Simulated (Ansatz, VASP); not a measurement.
# One calculation of CuO2, two programs

Contents of INCAR:

```
  PREC = Accurate
  ENCUT = 520
  EDIFF = 1E-6
  ISMEAR = 0
  SIGMA = 0.05
  LREAL = F
  LASPH = T
  NELM = 150
  ALGO = Normal
  ISIF = 2
  LWAVE = F
  LCHARG = F
  LMAXMIX = 4
  LDAU = T
  LDAUTYPE = 2
  LDAUL = 2 -1
  LDAUU = 4 0
  LDAUJ = 0 0
  LDAUPRINT = 1
  GGA = PE
  NBANDS = 18
```

The input KPOINTS:

```
regular mesh
0
Gamma
  18 8 6
```

File POSCAR:

```
CuO2
1.0
    2.4212910000      0.0000000000      0.0000000000
    0.0000000000      6.4459520000      0.0000000000
    0.0000000000      0.0000000000      7.0670430000
Cu O
1 2
Direct
    0.0000000000      0.5000000000      0.0000000000
    0.0000000000      0.5000000000      0.4124350000
    0.0000000000      0.5000000000      0.5875650000
```

Input for Ansatz:

```yaml
crystal:
  lattice:
    - [2.421291, 0.0, 0.0]
    - [0.0, 6.445952, 0.0]
    - [0.0, 0.0, 7.067043]
  atoms:
    - { symbol: Cu, position: [0.0, 0.5, 0.0] }
    - { symbol: O, position: [0.0, 0.5, 0.412435] }
    - { symbol: O, position: [0.0, 0.5, 0.587565] }
basis:
  ecutwfc: 420
kpoints:
  mp_grid: { grid: [18, 8, 6] }
hamiltonian:
  xc: pbe
  hubbard: { sites: [{ species: Cu, l: d, u_eff: 4.0 }] }
scf:
  occupations: { method: gaussian, width: 0.05 }
output:
  forces: true
  stress: true
  eigenvalues: true
```

Alike in both runs: task single point; functional PBE; k mesh 18 × 8 × 6; occupations gaussian, width 0.05 eV; no spin polarisation; Hubbard terms Cu d U = 4.0 eV.

```csv
,VASP,Ansatz
version,VASP 6.6.1,Ansatz 0.2.0
potentials or method,"VASP PAW PBE potentials, release 64 (Cu, O), cutoff 520 eV","scalar-relativistic, plane waves, PAW"
valence electrons in the cell,23,31
```

```tsv
	VASP	Ansatz	Ansatz less VASP
gap on the k mesh at the Fermi level (eV)	none	none	-
pressure (GPa)	-0.6	-1.1	-0.50
traceless stress, the component that is largest in VASP (GPa)	-1.90	-1.41	+0.487
rms of the force components (eV/Å)	0.214	0.326	+0.1121
```

The programs project onto different local orbitals, so the same U acts differently, and such runs can settle in different states. Atom by atom the forces differ by 0.539 eV/Å (rms over components). A gap of «none» marks a metal or a gap that the smearing closes. VASP's potentials hold 23 valence electrons a cell and Ansatz's 31, so a difference there can come from the potentials and not from the codes. Ansatz's warnings: filled band counts differ across k points.

Noted on VASP's run: the standard files for N, O and F lose accuracy on very short bonds.
